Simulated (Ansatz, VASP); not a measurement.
## One calculation of AlP, two programs

```
CELL_PARAMETERS angstrom
0.00000 2.73051 2.73051
2.73051 0.00000 2.73051
2.73051 2.73051 0.00000
ATOMIC_POSITIONS crystal
Al 0.00000 0.00000 0.00000
P 0.75000 0.75000 0.75000
```

Alike in both runs: task single point; functional LDA; k mesh 8 × 8 × 8; no spin polarisation.

|  | VASP | Ansatz |
| --- | --- | --- |
| version | VASP 6.6.1 | Ansatz 0.2.0 |
| potentials or method | VASP PAW LDA potentials, release 64 (Al, P) | PAW with Ansatz's default frozen-core files, scalar-relativistic |
| plane-wave cutoff (eV) | 500 | 420 |
| occupations | gaussian, width 0.01 eV | fixed |
| valence electrons in the cell | 8 | 8 |

```tsv
	VASP	Ansatz	Ansatz less VASP
gap on the k mesh at the Fermi level (eV)	1.44	1.45	+0.005
pressure (GPa)	-1.3	-1.3	-0.05
```

LDA's correlation is that of Perdew and Zunger in VASP and of Perdew and Wang (1992) in Ansatz.
